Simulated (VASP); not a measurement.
# TiS2 (d.A) in VASP: a series of runs

TiS2 (d.A) is run at these levels: revPBE+D3(BJ); tasks: single point.

All numbers are computed with VASP 6.6.1; they aren't measurements. Logs are shortened: lines on timing, memory, paths and dates and some standing lists are left out, and cuts for length are marked.

### 1 The cell of the first run

The cell holds a sheet with vacuum, 3 atoms: a = 3.400 Å, b = 3.400 Å, c = 16.860 Å, α = 90.00°, β = 90.00°, γ = 120.00°.

### 2 Single point, revPBE+D3(BJ)

The input, INCAR:

```
PREC = Accurate ; ENCUT = 400
EDIFF = 1E-6 ; ISMEAR = 0
SIGMA = 0.08 ; LREAL = F
LASPH = T ; NELM = 120
ALGO = Normal ; ISIF = 2
LWAVE = F ; LCHARG = F
LDIPOL = T ; IDIPOL = 3
DIPOL = 0.5 0.5 0.500 ; GGA = RE
IVDW = 12 ; NBANDS = 19
GGA_COMPAT = F ; NELMDL = -8
```

The input, KPOINTS:

```
regular mesh
0
Gamma
  12 12 1
```

The input, POSCAR:

```
TiS2
1.0
    3.4000000000      0.0000000000      0.0000000000
   -1.7000000000      2.9444863729      0.0000000000
    0.0000000000      0.0000000000     16.8600000000
S Ti
2 1
Direct
    0.3333330000      0.6666670000      0.4151838671
    0.6666670000      0.3333330000      0.5848161329
    0.0000000000      0.0000000000      0.5000000000
```

Potentials or basis: VASP PAW PBE potentials, release 64 (S, Ti_sv).

Run with:

```bash
> cat potpaw_PBE.64/S/POTCAR potpaw_PBE.64/Ti_sv/POTCAR > POTCAR
> mpirun -np 1 vasp_std > vasp.out
```

OUTCAR:

```text
PREC = Accurate
   ENCUT = 400
   EDIFF = 1E-6
   ISMEAR = 0
   LREAL = F
   LASPH = T
   NELM = 120
   ISIF = 2
   GGA = RE
   IVDW = 12
   NELMDL = -8
 IVDW          = 12

 ion  position               nearest neighbor table
   1  0.333  0.667  0.415-   3 2.43   3 2.43   3 2.43
   2  0.667  0.333  0.585-   3 2.43   3 2.43   3 2.43
   3  0.000  0.000  0.500-   1 2.43   2 2.43   2 2.43   1 2.43   2 2.43   1 2.43

  LATTYP: Found a hexagonal cell.
 ALAT       =     3.4000000000
 C/A-ratio  =     4.9588235294

  Lattice vectors:

 A1 = (   3.4000000000,   0.0000000000,   0.0000000000)
 A2 = (  -1.7000000000,   2.9444863729,   0.0000000000)
 A3 = (   0.0000000000,   0.0000000000,  16.8600000000)

Analysis of symmetry for initial positions (statically):
=====================================================================
 Subroutine PRICEL returns:
 Original cell was already a primitive cell.

 Routine SETGRP: Setting up the symmetry group for a
 hexagonal supercell.

 Subroutine GETGRP returns: Found 12 space group operations
 (whereof 12 operations were pure point group operations)
 out of a pool of 24 trial point group operations.
[... 9 lines left out ...]
 hexagonal supercell.

 Subroutine GETGRP returns: Found 12 space group operations
 (whereof 12 operations were pure point group operations)
 out of a pool of 24 trial point group operations.

The dynamic configuration has the point symmetry D_3d.

 Subroutine INISYM returns: Found 12 space group operations
 (whereof 12 operations are pure point group operations),
 and found     1 'primitive' translations

----------------------------------------------------------------------------------------

                                     Primitive cell

  volume of cell :     168.7897

  direct lattice vectors                    reciprocal lattice vectors
     3.400000000  0.000000000  0.000000000     0.294117647  0.169808903  0.000000000
    -1.700000000  2.944486373  0.000000000     0.000000000  0.339617805  0.000000000
     0.000000000  0.000000000 16.860000000     0.000000000  0.000000000  0.059311981

  length of vectors
     3.400000000  3.400000000 16.860000000     0.339617805  0.339617805  0.059311981

  position of ions in fractional coordinates (direct lattice)
     0.333333000  0.666667000  0.415183867
     0.666667000  0.333333000  0.584816133
     0.000000000  0.000000000  0.500000000

  ion indices of the primitive-cell ions
   primitive index   ion index
                 1           1
                 2           2
                 3           3

----------------------------------------------------------------------------------------

 KPOINTS: regular mesh

Automatic generation of k-mesh.
 Grid dimensions read from file:
 generate k-points for:   12   12    1

 Generating k-lattice:

  Cartesian coordinates                     Fractional coordinates (reciprocal lattice)
     0.024509804  0.014150742  0.000000000     0.083333333  0.000000000  0.000000000
     0.000000000  0.028301484  0.000000000     0.000000000  0.083333333  0.000000000
     0.000000000  0.000000000  0.059311981     0.000000000  0.000000000  1.000000000

  Length of vectors
     0.028301484  0.028301484  0.059311981

  Shift w.r.t. Gamma in fractional coordinates (k-lattice)
     0.000000000  0.000000000  0.000000000

 Subroutine IBZKPT returns following result:
 ===========================================

 Found     19 irreducible k-points:

 Following reciprocal coordinates:
            Coordinates               Weight
  0.000000  0.000000  0.000000      1.000000
  0.083333 -0.000000  0.000000      6.000000
  0.166667 -0.000000  0.000000      6.000000
  0.250000 -0.000000  0.000000      6.000000
  0.333333  0.000000  0.000000      6.000000
  0.416667  0.000000  0.000000      6.000000
[... 11 lines left out ...]
  0.333333  0.250000  0.000000     12.000000
  0.333333  0.333333  0.000000      2.000000
   k-points           NKPTS =     19   k-points in BZ     NKDIM =     19   number of bands    NBANDS=     19
   number of dos      NEDOS =    301   number of ions     NIONS =      3
   total plane-waves  NPLWV =  64512
   dimension x,y,z NGX =    24 NGY =   24 NGZ =  112
   dimension x,y,z NGXF=    48 NGYF=   48 NGZF=  224
   ions per type =               2   1
   NGX,Y,Z   is equivalent  to a cutoff of  11.74, 11.74, 11.04 a.u.
   NGXF,Y,Z  is equivalent  to a cutoff of  23.47, 23.47, 22.09 a.u.
 SYSTEM =  unknown system
   PREC   = accura    normal or accurate (medium, high low for compatibility)
   ISTART =      0    job   : 0-new  1-cont  2-samecut
   ICHARG =      2    charge: 1-file 2-atom 10-const
   ISPIN  =      1    spin polarized calculation?
   LNONCOLLINEAR =      F non collinear calculations
   LSORBIT =      F    spin-orbit coupling
   LASPH  =      T    aspherical Exc in radial PAW
   ENCUT  =  400.0 eV  29.40 Ry    5.42 a.u.   5.54  5.54 27.49*2*pi/ulx,y,z
   NELM   =    120;   NELMIN=  2; NELMDL= -8     # of ELM steps
   EDIFF  = 0.1E-05   stopping-criterion for ELM
   LREAL  =      F    real-space projection
   EDIFFG = 0.1E-04   stopping-criterion for IOM
   NSW    =      0    number of steps for IOM
   IBRION =     -1    ionic relax: 0-MD 1-quasi-New 2-CG
   NFREE  =      0    steps in history (QN), initial steepest desc. (CG)
   ISIF   =      2    stress and relaxation
   ISYM   =      2    0-nonsym 1-usesym 2-fastsym
   POTIM  = 0.5000    time-step for ionic-motion
   TEBEG  =    0.0;   TEEND  =   0.0 temperature during run
   PSTRESS=    0.0 pullay stress
   NELECT =      24.0000    total number of electrons
   NUPDOWN=      -1.0000    fix difference up-down
   EMIN   =  10.00;   EMAX   =-10.00  energy-range for DOS
   EFERMI =   0.00;   METHOD = LEGACY
   ISMEAR =     0;   SIGMA  =   0.08  broadening in eV -4-tet -1-fermi 0-gaus
   EFERMI_NEDOS =   21; number of points for ismear=-14 and -15
   IALGO  =     38    algorithm
   IMIX   =      4    mixing-type and parameters
     AMIX     =   0.40;   BMIX     =  1.00
     AMIX_MAG =   1.60;   BMIX_MAG =  1.00
  volume/ion in A,a.u.               =      56.26       379.68
  Fermi-wavevector in a.u.,A,eV,Ry     =   0.854470  1.614713  9.933860  0.730118
  Thomas-Fermi vector in A             =   1.971071
   LORBIT       =      0    0 simple, 1 ext, 2 COOP (PROOUT), +10 PAW based schemes
   GGA     = RE    functional components
   LHFCALC =     F    Hartree Fock is set to
   AEXX    =    0.0000 exact exchange contribution
   IVDW    =    12    specifies the selected vdW correction
   LEPSILON=     F    determine dielectric tensor
   LRPA    =     F    only Hartree local field effects (RPA)
 non-spin polarized calculation
 Gauss-broadening in eV      SIGMA  =   0.08
  energy-cutoff  :      400.00
  volume of cell :      168.79
 maximum number of plane-waves:      3115
 NGX is ok and might be reduce to    24
   NGX = 11   NGY = 11   NGZ = 55

 number of electron      23.9999995 magnetization

 dipolmoment           0.000000      0.000000     -0.000000 electrons x Angstroem

 Free energy of the ion-electron system (eV)
  ---------------------------------------------------
  ext. energy  EPLUGINS =         0.00000000
  ---------------------------------------------------
  free energy    TOTEN  =       -19.10713556 eV

  energy without entropy =      -19.10514427  energy(sigma->0) =      -19.10613992

 E-fermi :  -1.8593     XC(G=0):  -4.0713

 val. band max:       -2.2405580717   @ k =   0.0833  -0.0000   0.0000
 cond. band min:      -1.8477457354   @ k =   0.0000   0.0000   0.0000
 fundamental gap:      0.3928123363
 Fermi energy:        -1.8593457670

 k-point     1 :       0.0000    0.0000    0.0000
  band No.  band energies     occupation
      1     -59.6891      2.00000
      2     -35.8674      2.00000
      3     -35.8170      2.00000
      4     -35.8170      2.00000
      5     -15.4178      2.00000
      6     -14.2317      2.00000
[... 11 lines left out ...]
     18       3.1662      0.00000
     19       3.6105      0.00000

 k-point     2 :       0.0833   -0.0000    0.0000
  band No.  band energies     occupation
      1     -59.6883      2.00000
      2     -35.8656      2.00000
      3     -35.8258      2.00000
      4     -35.8190      2.00000
      5     -15.3373      2.00000
      6     -14.2044      2.00000
[... 11 lines left out ...]
     18       3.3037      0.00000
     19       3.7332      0.00000

 k-point     3 :       0.1667   -0.0000    0.0000
  band No.  band energies     occupation
      1     -59.6860      2.00000
      2     -35.8610      2.00000
      3     -35.8496      2.00000
      4     -35.8245      2.00000
      5     -15.1073      2.00000
      6     -14.1286      2.00000
[... 11 lines left out ...]
     18       3.6789      0.00000
     19       4.0803      0.00000

 k-point     4 :       0.2500   -0.0000    0.0000
  band No.  band energies     occupation
      1     -59.6829      2.00000
      2     -35.8822      2.00000
      3     -35.8544      2.00000
      4     -35.8319      2.00000
      5     -14.7645      2.00000
      6     -14.0210      2.00000
[... 11 lines left out ...]
     18       4.2396      0.00000
     19       4.5710      0.00000

 k-point     5 :       0.3333    0.0000    0.0000
  band No.  band energies     occupation
      1     -59.6797      2.00000
      2     -35.9144      2.00000
      3     -35.8479      2.00000
      4     -35.8393      2.00000
      5     -14.3800      2.00000
      6     -13.9058      2.00000
[... 11 lines left out ...]
     18       4.5977      0.00000
     19       5.1557      0.00000
[... 224 lines left out ...]
      2     -35.9352      2.00000
      3     -35.8672      2.00000
      4     -35.8401      2.00000
      5     -13.8558      2.00000
      6     -13.7339      2.00000
[... 11 lines left out ...]
     18       5.3623      0.00000
     19       5.4150      0.00000

 k-point    17 :       0.2500    0.2500    0.0000
  band No.  band energies     occupation
      1     -59.6767      2.00000
      2     -35.9215      2.00000
      3     -35.8719      2.00000
      4     -35.8415      2.00000
      5     -13.9475      2.00000
      6     -13.7903      2.00000
[... 11 lines left out ...]
     18       5.5929      0.00000
     19       5.8102      0.00000

 k-point    18 :       0.3333    0.2500    0.0000
  band No.  band energies     occupation
      1     -59.6755      2.00000
      2     -35.9226      2.00000
      3     -35.8852      2.00000
      4     -35.8392      2.00000
      5     -13.7831      2.00000
      6     -13.7337      2.00000
[... 11 lines left out ...]
     18       5.7409      0.00000
     19       5.9862      0.00000

 k-point    19 :       0.3333    0.3333    0.0000
  band No.  band energies     occupation
      1     -59.6751      2.00000
      2     -35.9065      2.00000
      3     -35.9065      2.00000
      4     -35.8384      2.00000
      5     -13.7181      2.00000
      6     -13.7181      2.00000
[... 11 lines left out ...]
     18       5.8168      0.00000
     19       6.4201      0.00000

------------------------ aborting loop because EDIFF is reached ----------------------------------------

 vacuum level on the upper side and lower side of the slab       (xc-potential included)        -0.717        -0.717

 Edisp (eV)   -1.66239

 E8    (eV) :    -1.1672

  FORCE on cell =-STRESS in cart. coord.  units (eV):
  Direction    XX          YY          ZZ          XY          YZ          ZX
  --------------------------------------------------------------------------------------
  -------------------------------------------------------------------------------------
  Total      -1.01186    -1.01186    -0.38761    -0.00000     0.00000     0.00000
  in kB      -9.60473    -9.60473    -3.67925    -0.00000     0.00000     0.00000
  external pressure =       -7.63 kB  Pullay stress =        0.00 kB

 VOLUME and BASIS-vectors are now :
 -----------------------------------------------------------------------------
  energy-cutoff  :      400.00
  volume of cell :      168.79
      direct lattice vectors                 reciprocal lattice vectors
     3.400000000  0.000000000  0.000000000     0.294117647  0.169808903  0.000000000
    -1.700000000  2.944486373  0.000000000     0.000000000  0.339617805  0.000000000
     0.000000000  0.000000000 16.860000000     0.000000000  0.000000000  0.059311981

 POSITION                                       TOTAL-FORCE (eV/Angst)
 -----------------------------------------------------------------------------------
     -0.00000      1.96299      7.00000         0.000000      0.000000      0.088510
      1.70000      0.98149      9.86000        -0.000000     -0.000000     -0.088510
      0.00000      0.00000      8.43000         0.000000      0.000000     -0.000000
 -----------------------------------------------------------------------------------
    total drift:                                0.000000     -0.000000      0.000000

  FREE ENERGIE OF THE ION-ELECTRON SYSTEM (eV)
  ---------------------------------------------------
  free  energy   TOTEN  =       -20.7695210580 eV

  energy  without entropy=      -20.7675297696  energy(sigma->0) =      -20.76852541

 vacuum level on the upper side and lower side of the slab         3.103         3.103
```

It took 49 s on 1 thread of Intel Xeon Platinum 8375C at 2.90GHz (Ice Lake), shared host; peak memory 0.26 GiB.

Results:

* Free energy: -20.7695 eV
* Largest force: 0.089 eV/Å
* Dispersion energy per atom: -0.554 eV

Forces in eV/Å, atoms in the order of the input:
```
S    0.000  0.000  0.089
S    0.000  0.000 -0.089
Ti   0.000  0.000  0.000
```

Caveat: the PAW data sets were made with another functional, which shifts forces and pressure a little.

### 3 Single point, revPBE+D3(BJ)

This run uses another cell than the first one, of 95.85 Å³/atom, 1.704 times its volume.

The input, INCAR:

```
PREC = Accurate
ENCUT = 400
EDIFF = 1E-6
ISMEAR = 0
SIGMA = 0.08
LREAL = False
LASPH = True
NELM = 120
ALGO = Normal
ISIF = 2
LWAVE = False
LCHARG = False
LDIPOL = True
IDIPOL = 3
DIPOL = 0.5 0.5 0.286
GGA = RE
IVDW = 12
NBANDS = 19
GGA_COMPAT = False
NELMDL = -8
```

The input, KPOINTS:

```
Automatic mesh
0
Gamma
  12 12 1
```

The input, POSCAR:

```
TiS2
1.0
    3.3537776429      0.0000000000      0.0000000000
   -1.6768888214      2.9044566374      0.0000000000
    0.0000000000      0.0000000000     29.5200000028
S Ti
2 1
Direct
    0.3333333333      0.6666666667      0.2367620755
    0.6666666667      0.3333333333      0.3343761358
    0.0000000000      0.0000000000      0.2855691057
```

Potentials or basis: VASP PAW PBE potentials, release 64 (S, Ti_sv).

Run with:

```bash
> cat potpaw_PBE.64/S/POTCAR potpaw_PBE.64/Ti_sv/POTCAR > POTCAR
> mpirun -np 1 vasp_std > vasp.out
```

It took 1.9 min on 1 thread of Intel Xeon Platinum 8375C at 2.90GHz (Ice Lake), shared host; peak memory 0.35 GiB.

Results (log left out):

```
Free energy                : -20.7789 eV
Largest force              : 0.014 eV/Å
Band gap on the k mesh     : zero (band 12 reaches -3.28 eV, above the bottom of band 13 at -3.40 eV)
Dispersion energy per atom : -0.568 eV
```

Forces in eV/Å, atoms in the order of the input:
```
S    0.000  0.000 -0.014
S    0.000  0.000  0.014
Ti   0.000  0.000  0.000
```

Levels at points of the mesh, in eV from the Fermi level:
| k point | band 9 | band 10 | band 11 | band 12 | band 13 | band 14 | band 15 | band 16 |
| --- | --- | --- | --- | --- | --- | --- | --- | --- |
| (0.00, 0.00, 0.00) | -2.67 | -1.55 | 0.13 | 0.13 | 0.53 | 0.53 | 1.05 | 3.69 |
| (0.50, 0.00, 0.00) | -2.96 | -2.71 | -2.01 | -1.30 | 0.01 | 1.64 | 2.08 | 3.68 |

Caveat: the PAW data sets were made with another functional, which shifts forces and pressure a little.
